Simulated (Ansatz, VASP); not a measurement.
**CdS3: VASP beside Ansatz**

INCAR

```
SYSTEM = CdS3
PREC     = Accurate       ! precision mode
ENCUT    = 500            ! plane-wave cutoff, eV
EDIFF    = 1E-7           ! SCF threshold, eV
ISMEAR   = 0              ! smearing method
SIGMA    = 0.1            ! smearing width, eV
LREAL    = .False.        ! projectors in reciprocal space
LASPH    = .True.         ! aspherical terms in the spheres
NELM     = 120            ! most SCF steps
ALGO     = Normal         ! electronic algorithm
ISIF     = 3              ! what is computed and relaxed
LWAVE    = .False.        ! write WAVECAR
LCHARG   = .False.        ! write CHGCAR
GGA      = PE             ! functional
IBRION   = 2              ! ionic algorithm
NSW      = 90             ! ionic steps
EDIFFG   = -0.04          ! ionic threshold
GGA_COMPAT= .False.      
NELMIN   = 4
```

File KPOINTS:

```
regular mesh
0
Gamma
  4 4 4
  0 0 0
```

POSCAR

```
CdS3
1.0
    0.0000000000      3.8635041000      3.8635041000
    3.8635041000      0.0000000000      3.8635041000
    3.8635041000      3.8635041000      0.0000000000
Cd S
1 3
Direct
    0.5000000000      0.5000000000      0.5000000000
    0.0000000000      0.0000000000      0.0000000000
    0.2500000000      0.2500000000      0.2500000000
    0.7500000000      0.7500000000      0.7500000000
```

Input for Ansatz:

```yaml
crystal:
  lattice:
    - [0.0, 3.8635041, 3.8635041]
    - [3.8635041, 0.0, 3.8635041]
    - [3.8635041, 3.8635041, 0.0]
  atoms:
    - { symbol: Cd, position: [0.5, 0.5, 0.5] }
    - { symbol: S, position: [0.0, 0.0, 0.0] }
    - { symbol: S, position: [0.25, 0.25, 0.25] }
    - { symbol: S, position: [0.75, 0.75, 0.75] }
basis:
  ecutwfc: 420
kpoints:
  mp_grid: { grid: [4, 4, 4] }
hamiltonian:
  xc: pbe
scf:
  occupations: { method: gaussian, width: 0.1 }
  lower_state_search: "off"
output:
  forces: true
  stress: true
  eigenvalues: true
relax:
  adjacent_minimum: "off"
  f_tol: 0.04
  max_steps: 70
  cell: { stress_tol: 0.4 }
```

Alike in both runs: task relaxation of cell and atoms; functional PBE; k mesh 4 × 4 × 4; occupations gaussian, width 0.1 eV; no spin polarisation.

|  | VASP | Ansatz |
| --- | --- | --- |
| version | VASP 6.6.1 | Ansatz 0.2.0 |
| potentials or method | VASP PAW PBE potentials, release 64 (Cd, S), cutoff 500 eV | scalar-relativistic, plane waves, PAW |
| valence electrons in the cell | 30 | 38 |

Ansatz gave:

```
gap on the k mesh at the Fermi level, each at its own relaxed structure (eV) : none
relaxed volume (Å³/atom)                                                     : 17.94
relaxed cell length with the largest relative difference (Å)                 : 4.665
```

Question: What did VASP give for the same quantities?

Answer: gap on the k mesh at the Fermi level, each at its own relaxed structure (eV): none; relaxed volume (Å³/atom): 18.02; relaxed cell length with the largest relative difference (Å): 4.672.

A gap of «none» marks a metal or a gap that the smearing closes. VASP's potentials hold 30 valence electrons a cell and Ansatz's 38, so a difference there can come from the potentials and not from the codes.

Noted on VASP's run: the volume moved by over 15 % at a fixed basis, so the end points are rough.
